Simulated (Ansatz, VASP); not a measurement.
## SrO in VASP and in Ansatz

INCAR

```
PREC = Accurate
ENCUT = 600
EDIFF = 1E-6
ISMEAR = 1
SIGMA = 0.065
LREAL = False
LASPH = True
NELM = 120
ALGO = Normal
ISIF = 2
LWAVE = False
LCHARG = False
GGA = PE
NBANDS = 15
GGA_COMPAT = False
```

Contents of KPOINTS:

```
regular mesh
0
Gamma
  6 6 6
```

The input POSCAR:

```
SrO
1.0
    0.0000000000      2.5837846888      2.5837846888
    2.5837846888      0.0000000000      2.5837846888
    2.5837846888      2.5837846888      0.0000000000
Sr O
1 1
Direct
    0.5000000000      0.5000000000      0.5000000000
    0.0000000000      0.0000000000      0.0000000000
```

Input for Ansatz:

```yaml
crystal:
  lattice:
    - [0.0, 2.5837846888, 2.5837846888]
    - [2.5837846888, 0.0, 2.5837846888]
    - [2.5837846888, 2.5837846888, 0.0]
  atoms:
    - { symbol: Sr, position: [0.5, 0.5, 0.5] }
    - { symbol: O, position: [0.0, 0.0, 0.0] }
basis:
  ecutwfc: 420
kpoints:
  mp_grid: { grid: [6, 6, 6] }
hamiltonian:
  xc: pbe
scf:
  occupations: { method: methfessel_paxton, width: 0.065 }
output:
  forces: true
  stress: true
  eigenvalues: true
```

Alike in both runs: task single point; functional PBE; k mesh 6 × 6 × 6; occupations methfessel-paxton of order 1, width 0.065 eV; no spin polarisation.

|  | VASP | Ansatz |
| --- | --- | --- |
| version | VASP 6.6.1 | Ansatz 0.2.0 |
| potentials or method | VASP PAW PBE potentials, release 64 (Sr_sv, O), cutoff 600 eV | scalar-relativistic, plane waves, PAW |
| valence electrons in the cell | 16 | 16 |

VASP gave:

- gap on the k mesh at the Fermi level (eV): 3.27
- least direct gap on the mesh (eV): 3.37
- pressure (GPa): 1.8

Problem. Which values does Ansatz return?

Solution. gap on the k mesh at the Fermi level (eV): 3.32; least direct gap on the mesh (eV): 3.41; pressure (GPa): 1.4.

With one functional, cell and mesh, what is left measures potentials, basis and numerics.
